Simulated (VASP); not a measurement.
# AlP in VASP: further runs

AlP is run at these levels: revPBE; tasks: single point.

All numbers are computed with VASP 6.6.1; they aren't measurements. Logs are shortened: lines on timing, memory, paths and dates and some standing lists are left out, and cuts for length are marked.

## 1. The cell of the first run

The typed cell holds 2 atoms: a = 3.854 Å, b = 3.854 Å, c = 3.854 Å, α = 60.00°, β = 60.00°, γ = 60.00°.

## 2. Single point, revPBE

The input, INCAR:

```
SYSTEM = AlP
PREC = Accurate ; ENCUT = 500
EDIFF = 1E-6 ; ISMEAR = 0
SIGMA = 0.01 ; LREAL = .False.
LASPH = .True. ; NELM = 120
ALGO = Normal ; ISIF = 2
LWAVE = .False. ; LCHARG = .False.
GGA = RE ; NBANDS = 11
GGA_COMPAT = .False.
```

The input, KPOINTS:

```
Automatic mesh
0
Gamma
  5 5 5
  0 0 0
```

The input, POSCAR:

```
AlP
1.0
    0.0000000000      2.7255000000      2.7255000000
    2.7255000000      0.0000000000      2.7255000000
    2.7255000000      2.7255000000      0.0000000000
Al P
1 1
Direct
    0.0137394228      0.0137394228     -0.0137394228
    0.2637785772      0.2637785772      0.2362214228
```

Potentials or basis: VASP PAW PBE potentials, release 64 (Al, P).

Started as:

```
> cat potpaw_PBE.64/Al/POTCAR potpaw_PBE.64/P/POTCAR > POTCAR
> mpirun -np 1 vasp_std > vasp.out
```

OUTCAR:

```text
SYSTEM = AlP
   PREC = Accurate
   ENCUT = 500
   EDIFF = 1E-6
   ISMEAR = 0
   LREAL = .False.
   LASPH = .True.
   NELM = 120
   ISIF = 2
   GGA = RE

 ion  position               nearest neighbor table
   1  0.014  0.014  0.986-   2 2.36   2 2.36   2 2.36   2 2.36
   2  0.264  0.264  0.236-   1 2.36   1 2.36   1 2.36   1 2.36

  LATTYP: Found a face centered cubic cell.
 ALAT       =     5.4510000000

  Lattice vectors:

 A1 = (   0.0000000000,   2.7255000000,   2.7255000000)
 A2 = (   2.7255000000,   0.0000000000,   2.7255000000)
 A3 = (   2.7255000000,   2.7255000000,   0.0000000000)

Analysis of symmetry for initial positions (statically):
=====================================================================
 Subroutine PRICEL returns:
 Original cell was already a primitive cell.

 Routine SETGRP: Setting up the symmetry group for a
 face centered cubic supercell.

 Subroutine GETGRP returns: Found  4 space group operations
 (whereof  4 operations were pure point group operations)
 out of a pool of 48 trial point group operations.

The static configuration has the point symmetry C_2v.

Analysis of symmetry for dynamics (positions and initial velocities):
=====================================================================
 Subroutine PRICEL returns:
 Original cell was already a primitive cell.

 Routine SETGRP: Setting up the symmetry group for a
 face centered cubic supercell.

 Subroutine GETGRP returns: Found  4 space group operations
 (whereof  4 operations were pure point group operations)
 out of a pool of 48 trial point group operations.

The dynamic configuration has the point symmetry C_2v.

 Subroutine INISYM returns: Found  4 space group operations
 (whereof  4 operations are pure point group operations),
 and found     1 'primitive' translations

----------------------------------------------------------------------------------------

                                     Primitive cell

  volume of cell :      40.4919

  direct lattice vectors                    reciprocal lattice vectors
     0.000000000  2.725500000  2.725500000    -0.183452578  0.183452578  0.183452578
     2.725500000  0.000000000  2.725500000     0.183452578 -0.183452578  0.183452578
     2.725500000  2.725500000  0.000000000     0.183452578  0.183452578 -0.183452578

  length of vectors
     3.854439064  3.854439064  3.854439064     0.317749185  0.317749185  0.317749185

  position of ions in fractional coordinates (direct lattice)
     0.013739423  0.013739423  0.986260577
     0.263778577  0.263778577  0.236221423

[... 85 lines left out ...]
   TEBEG  =    0.0;   TEEND  =   0.0 temperature during run
   PSTRESS=    0.0 pullay stress
   NELECT =       8.0000    total number of electrons
   NUPDOWN=      -1.0000    fix difference up-down
   EMIN   =  10.00;   EMAX   =-10.00  energy-range for DOS
   EFERMI =   0.00;   METHOD = LEGACY
   ISMEAR =     0;   SIGMA  =   0.01  broadening in eV -4-tet -1-fermi 0-gaus
   EFERMI_NEDOS =   21; number of points for ismear=-14 and -15
   IALGO  =     38    algorithm
   IMIX   =      4    mixing-type and parameters
     AMIX     =   0.40;   BMIX     =  1.00
     AMIX_MAG =   1.60;   BMIX_MAG =  1.00
  volume/ion in A,a.u.               =      20.25       136.63
  Fermi-wavevector in a.u.,A,eV,Ry     =   0.953488  1.801831 12.369596  0.909140
  Thomas-Fermi vector in A             =   2.082148
   LORBIT       =      0    0 simple, 1 ext, 2 COOP (PROOUT), +10 PAW based schemes
   GGA     = RE    functional components
   LHFCALC =     F    Hartree Fock is set to
   AEXX    =    0.0000 exact exchange contribution
   IVDW    =     0    specifies the selected vdW correction
   LEPSILON=     F    determine dielectric tensor
   LRPA    =     F    only Hartree local field effects (RPA)
 non-spin polarized calculation
 Gauss-broadening in eV      SIGMA  =   0.01
  energy-cutoff  :      500.00
  volume of cell :       40.49
 maximum number of plane-waves:      1032
   NGX = 13   NGY = 13   NGZ = 13

 number of electron       8.0000000 magnetization

 Free energy of the ion-electron system (eV)
  ---------------------------------------------------
  ext. energy  EPLUGINS =         0.00000000
  ---------------------------------------------------
  free energy    TOTEN  =        -9.86438789 eV

  energy without entropy =       -9.86438789  energy(sigma->0) =       -9.86438789

 E-fermi :   4.7803     XC(G=0):  -9.1361

 val. band max:        4.6954799074   @ k =   0.0000   0.0000   0.0000
 cond. band min:       6.5614400760   @ k =   0.4000   0.4000   0.0000
 fundamental gap:      1.8659601686
 Fermi energy:         4.7802659587

 k-point     1 :       0.0000    0.0000    0.0000
  band No.  band energies     occupation
      1      -6.8207      2.00000
      2       4.6943      2.00000
      3       4.6949      2.00000
      4       4.6955      2.00000
      5       8.1486      0.00000
      6       9.2803      0.00000
      7       9.2805      0.00000
      8       9.2807      0.00000
      9      13.5042      0.00000
     10      13.5042      0.00000
     11      15.1846      0.00000
[... 309 lines left out ...]
 k-point    24 :      -0.4000    0.4000    0.2000
  band No.  band energies     occupation
      1      -4.6611      2.00000
      2      -0.1090      2.00000
      3       1.5955      2.00000
      4       2.5160      2.00000
      5       8.7338      0.00000
      6       9.8780      0.00000
      7      10.4453      0.00000
      8      13.4068      0.00000
      9      14.3561      0.00000
     10      15.9874      0.00000
     11      18.8979      0.00000

 [... further k-points ...]

------------------------ aborting loop because EDIFF is reached ----------------------------------------

  FORCE on cell =-STRESS in cart. coord.  units (eV):
  Direction    XX          YY          ZZ          XY          YZ          ZX
  --------------------------------------------------------------------------------------
  -------------------------------------------------------------------------------------
  Total        0.9915941      0.9915941      0.9916046     -0.0019204      0.0000000      0.0000000
  in kB       39.2352066     39.2352066     39.2356233     -0.0759852      0.0000000      0.0000000
  external PRESSURE =      39.2353455 kB  Pullay stress =       0.0000000 kB

 VOLUME and BASIS-vectors are now :
 -----------------------------------------------------------------------------
  energy-cutoff  :      500.00
  volume of cell :       40.49
      direct lattice vectors                 reciprocal lattice vectors
     0.000000000  2.725500000  2.725500000    -0.183452578  0.183452578  0.183452578
     2.725500000  0.000000000  2.725500000     0.183452578 -0.183452578  0.183452578
     2.725500000  2.725500000  0.000000000     0.183452578  0.183452578 -0.183452578

 POSITION                                       TOTAL-FORCE (eV/Angst)
 -----------------------------------------------------------------------------------
      2.72550      2.72550      0.07489         0.000000      0.000000      0.002252
      1.36275      1.36275      1.43786         0.000000      0.000000     -0.002252
 -----------------------------------------------------------------------------------
    total drift:                               -0.000000     -0.000000     -0.000032

  FREE ENERGIE OF THE ION-ELECTRON SYSTEM (eV)
  ---------------------------------------------------
  free  energy   TOTEN  =        -9.8643878925 eV

  energy  without entropy=       -9.8643878925  energy(sigma->0) =       -9.86438789
```

It took 5.7 s on 1 thread of Intel Xeon 6975P-C (Granite Rapids), shared host; peak memory 0.15 GiB.

What came out:

| Property | Result |
| --- | --- |
| Free energy | -9.8644 eV |
| Pressure | 3.9 GPa |
| Band gap on the k mesh | 1.87 eV (least direct gap 3.45 eV) |

Forces on the atoms (eV/Å):
```
Al   0.000  0.000  0.002
P    0.000  0.000 -0.002
```

Levels at points of the mesh, in eV from the valence-band top:
```csv
k point,band 1,band 2,band 3,band 4,band 5,band 6,band 7,band 8,band 9
"(0.00, 0.00, 0.00)",-11.52,0.00,0.00,0.00,3.45,4.58,4.58,4.59,8.81
```

Caveat: the cell stands under pressure; the PAW data sets were made with another functional, which shifts forces and pressure a little. A k mesh can miss the band edges.

## 3. Single point, revPBE

The input, INCAR:

```
ALGO = Normal ; EDIFF = 1E-6
ENCUT = 500 ; GGA = RE
GGA_COMPAT = F ; ISIF = 2
ISMEAR = 0 ; LASPH = T
LCHARG = T ; LELF = T
LREAL = F ; LVHAR = T
LWAVE = F ; NBANDS = 11
NELM = 120 ; PREC = Accurate
SIGMA = 0.01
```

The input, KPOINTS:

```
k-points
0
Gamma
  5 5 5
```

POSCAR is that of step 2.

Potentials or basis: VASP PAW PBE potentials, release 64 (Al, P).

Started as:

```
> cat potpaw_PBE.64/Al/POTCAR potpaw_PBE.64/P/POTCAR > POTCAR
> mpirun -np 1 vasp_std > vasp.out
```

OUTCAR:

```text
EDIFF = 1E-6
   ENCUT = 500
   GGA = RE
   ISIF = 2
   ISMEAR = 0
   LASPH = T
   LREAL = F
   NELM = 120
   PREC = Accurate

 ion  position               nearest neighbor table
   1  0.014  0.014  0.986-   2 2.36   2 2.36   2 2.36   2 2.36
   2  0.264  0.264  0.236-   1 2.36   1 2.36   1 2.36   1 2.36

  LATTYP: Found a face centered cubic cell.
 ALAT       =     5.4510000000

  Lattice vectors:

 A1 = (   0.0000000000,   2.7255000000,   2.7255000000)
 A2 = (   2.7255000000,   0.0000000000,   2.7255000000)
 A3 = (   2.7255000000,   2.7255000000,   0.0000000000)

Analysis of symmetry for initial positions (statically):
=====================================================================
 Subroutine PRICEL returns:
 Original cell was already a primitive cell.

 Routine SETGRP: Setting up the symmetry group for a
 face centered cubic supercell.

 Subroutine GETGRP returns: Found  4 space group operations
 (whereof  4 operations were pure point group operations)
 out of a pool of 48 trial point group operations.

The static configuration has the point symmetry C_2v.

Analysis of symmetry for dynamics (positions and initial velocities):
=====================================================================
 Subroutine PRICEL returns:
 Original cell was already a primitive cell.

 Routine SETGRP: Setting up the symmetry group for a
 face centered cubic supercell.

 Subroutine GETGRP returns: Found  4 space group operations
 (whereof  4 operations were pure point group operations)
 out of a pool of 48 trial point group operations.

The dynamic configuration has the point symmetry C_2v.

 Subroutine INISYM returns: Found  4 space group operations
 (whereof  4 operations are pure point group operations),
 and found     1 'primitive' translations

----------------------------------------------------------------------------------------

                                     Primitive cell

  volume of cell :      40.4919
[... 115 lines left out ...]
   LHFCALC =     F    Hartree Fock is set to
   AEXX    =    0.0000 exact exchange contribution
   IVDW    =     0    specifies the selected vdW correction
   LEPSILON=     F    determine dielectric tensor
   LRPA    =     F    only Hartree local field effects (RPA)
 non-spin polarized calculation
 Gauss-broadening in eV      SIGMA  =   0.01
  energy-cutoff  :      500.00
  volume of cell :       40.49
 maximum number of plane-waves:      1032
   NGX = 13   NGY = 13   NGZ = 13

 number of electron       8.0000000 magnetization

 Free energy of the ion-electron system (eV)
  ---------------------------------------------------
  ext. energy  EPLUGINS =         0.00000000
  ---------------------------------------------------
  free energy    TOTEN  =        -9.86438789 eV

  energy without entropy =       -9.86438789  energy(sigma->0) =       -9.86438789

 E-fermi :   4.7803     XC(G=0):  -9.1361

 val. band max:        4.6954799074   @ k =   0.0000   0.0000   0.0000
 cond. band min:       6.5614400760   @ k =   0.4000   0.4000   0.0000
 fundamental gap:      1.8659601686
 Fermi energy:         4.7802659587

 k-point     1 :       0.0000    0.0000    0.0000
  band No.  band energies     occupation
      1      -6.8207      2.00000
      2       4.6943      2.00000
      3       4.6949      2.00000
      4       4.6955      2.00000
      5       8.1486      0.00000
      6       9.2803      0.00000
      7       9.2805      0.00000
      8       9.2807      0.00000
      9      13.5042      0.00000
     10      13.5042      0.00000
     11      15.1846      0.00000
[... 309 lines left out ...]
 k-point    24 :      -0.4000    0.4000    0.2000
  band No.  band energies     occupation
      1      -4.6611      2.00000
      2      -0.1090      2.00000
      3       1.5955      2.00000
      4       2.5160      2.00000
      5       8.7338      0.00000
      6       9.8780      0.00000
      7      10.4453      0.00000
      8      13.4068      0.00000
      9      14.3561      0.00000
     10      15.9874      0.00000
     11      18.8979      0.00000

 [... further k-points ...]

------------------------ aborting loop because EDIFF is reached ----------------------------------------

  FORCE on cell =-STRESS in cart. coord.  units (eV):
  Direction    XX          YY          ZZ          XY          YZ          ZX
  --------------------------------------------------------------------------------------
  -------------------------------------------------------------------------------------
  Total        0.9915941      0.9915941      0.9916046     -0.0019204      0.0000000      0.0000000
  in kB       39.2352066     39.2352066     39.2356233     -0.0759852      0.0000000      0.0000000
  external PRESSURE =      39.2353455 kB  Pullay stress =       0.0000000 kB

 VOLUME and BASIS-vectors are now :
 -----------------------------------------------------------------------------
  energy-cutoff  :      500.00
  volume of cell :       40.49
      direct lattice vectors                 reciprocal lattice vectors
     0.000000000  2.725500000  2.725500000    -0.183452578  0.183452578  0.183452578
     2.725500000  0.000000000  2.725500000     0.183452578 -0.183452578  0.183452578
     2.725500000  2.725500000  0.000000000     0.183452578  0.183452578 -0.183452578

 POSITION                                       TOTAL-FORCE (eV/Angst)
 -----------------------------------------------------------------------------------
      2.72550      2.72550      0.07489         0.000000      0.000000      0.002252
      1.36275      1.36275      1.43786         0.000000      0.000000     -0.002252
 -----------------------------------------------------------------------------------
    total drift:                               -0.000000     -0.000000     -0.000032

  FREE ENERGIE OF THE ION-ELECTRON SYSTEM (eV)
  ---------------------------------------------------
  free  energy   TOTEN  =        -9.8643878925 eV

  energy  without entropy=       -9.8643878925  energy(sigma->0) =       -9.86438789
```

Run time: 5.5 s. Hardware: 1 thread of Intel Xeon 6975P-C (Granite Rapids), shared host; peak memory 0.15 GiB.

Results:

* Free energy: -9.8644 eV
* Pressure: 3.9 GPa
* Band gap on the k mesh: 1.87 eV (least direct gap 3.45 eV)

Forces on the atoms (eV/Å):
```
Al   0.000  0.000  0.002
P    0.000  0.000 -0.002
```

Levels at points of the mesh, in eV from the valence-band top:
```csv
k point,band 1,band 2,band 3,band 4,band 5,band 6,band 7,band 8,band 9
"(0.00, 0.00, 0.00)",-11.52,0.00,0.00,0.00,3.45,4.58,4.58,4.59,8.81
```

Caveat: the cell stands under pressure; the PAW data sets were made with another functional, which shifts forces and pressure a little.
